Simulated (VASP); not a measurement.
Set up this calculation in VASP 6.6.1, as the native input.

```yaml
Task: relaxation of cell and atoms
Functional: LDA
Potentials_or_basis: VASP PAW LDA potentials, release 64 (Cs_sv, Y_sv, Tl_d, F)
Cutoff: 600 eV
k_mesh: 4 × 4 × 4
Occupations: gaussian, width 0.01 eV
Spin: no spin polarisation
Dipole_correction: no
Further_INCAR_settings: ALGO = Normal; EDIFF = 1e-06; IBRION = 2; EDIFFG = -0.01; NSW = 80; ISIF = 3
```

The structure of Cs2YTlF6 lies in POSCAR:

```
Cs2YTlF6
1.0
    0.0000000000      4.8125310000      4.8125310000
    4.8125310000      0.0000000000      4.8125310000
    4.8125310000      4.8125310000      0.0000000000
Cs Y Tl F
2 1 1 6
Direct
    0.7500000000      0.7500000000      0.7500000000
    0.2500000000      0.2500000000      0.2500000000
    0.0000000000      0.0000000000      0.0000000000
    0.5000000000      0.5000000000      0.5000000000
    0.7752500000      0.2247500000      0.2247500000
    0.2247500000      0.2247500000      0.7752500000
    0.2247500000      0.7752500000      0.7752500000
    0.2247500000      0.7752500000      0.2247500000
    0.7752500000      0.2247500000      0.7752500000
    0.7752500000      0.7752500000      0.2247500000
```

The input as run:

INCAR

```
  PREC = Accurate
  ENCUT = 600
  EDIFF = 1E-6
  ISMEAR = 0
  SIGMA = 0.01
  LREAL = F
  LASPH = T
  NELM = 60
  ALGO = Normal
  ISIF = 3
  LWAVE = F
  LCHARG = F
  GGA = CA
  IBRION = 2
  NSW = 80
  EDIFFG = -0.01
```

KPOINTS

```
Automatic mesh
0
Gamma
  4 4 4
```

Potentials or basis: VASP PAW LDA potentials, release 64 (Cs_sv, Y_sv, Tl_d, F).

Command:

```bash
$ cat potpaw_LDA.64/Cs_sv/POTCAR potpaw_LDA.64/Y_sv/POTCAR potpaw_LDA.64/Tl_d/POTCAR potpaw_LDA.64/F/POTCAR > POTCAR
$ mpirun -np 1 vasp_std > vasp.out
```

Results of the run:

```
Relaxed volume                        : 20.61 Å³/atom
Relaxed cell                          : a = 6.630 Å, b = 6.630 Å, c = 6.630 Å, α = 60.00°, β = 60.00°, γ = 60.00°
Space group after relaxing (to 0.1 Å) : Fm-3m (No. 225)
Energy gained by relaxing             : 15.6 meV/atom
Ionic steps                           : 5
Pressure after relaxing               : 0.1 GPa
Largest force after relaxing          : 0.003 eV/Å
Band gap on the k mesh                : 4.36 eV (least direct gap 4.73 eV)
```

Caveat: spin-orbit coupling is left out, which moves the levels of the heavy elements.

Run time: 9.4 min on 1 thread of Intel(R) Xeon(R) Platinum 8259CL CPU @ 2.50GHz (Skylake/Cascade Lake) (shared host), peak memory 0.38 GiB.
